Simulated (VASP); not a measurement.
A run of VASP 6.6.1:

File INCAR:

```
PREC = Accurate
ENCUT = 520
EDIFF = 1E-8
ISMEAR = -1
SIGMA = 0.08
LREAL = F
LASPH = T
NELM = 60
ALGO = Normal
ISIF = 2
LWAVE = F
LCHARG = F
GGA = PS
LEFG = T
NBANDS = 28
```

KPOINTS

```
Automatic mesh
0
Gamma
  7 7 7
```

Contents of POSCAR:

```
BaTiO3
1.0
    3.9998000000      0.0599970000      0.0599970000
    0.0599970000      3.9998000000      0.0599970000
    0.0602700000      0.0602700000      4.0180000000
Ba Ti O
1 1 3
Direct
    0.0000000000      0.0000000000      0.0000000000
    0.5000000000      0.5000000000      0.4820000000
    0.5000000000      0.5000000000      0.0160000000
    0.5000000000      0.0000000000      0.5150000000
    0.0000000000      0.5000000000      0.5150000000
```

Potentials or basis: VASP PAW PBE potentials, release 64 (Ba_sv, Ti_sv, O).

Run with:

```sh
$ cat potpaw_PBE.64/Ba_sv/POTCAR potpaw_PBE.64/Ti_sv/POTCAR potpaw_PBE.64/O/POTCAR > POTCAR
$ mpirun -np 1 vasp_std > vasp.out
```

Hardware: 1 thread of Intel Xeon 8259CL, with other jobs on the host.

**Question.** How long does it take, and how much memory?

**Answer.** Run time: 4.8 min on 1 thread of Intel Xeon 8259CL, with other jobs on the host, peak memory 0.3 GiB. Counts: scf iterations 18, k points 100.
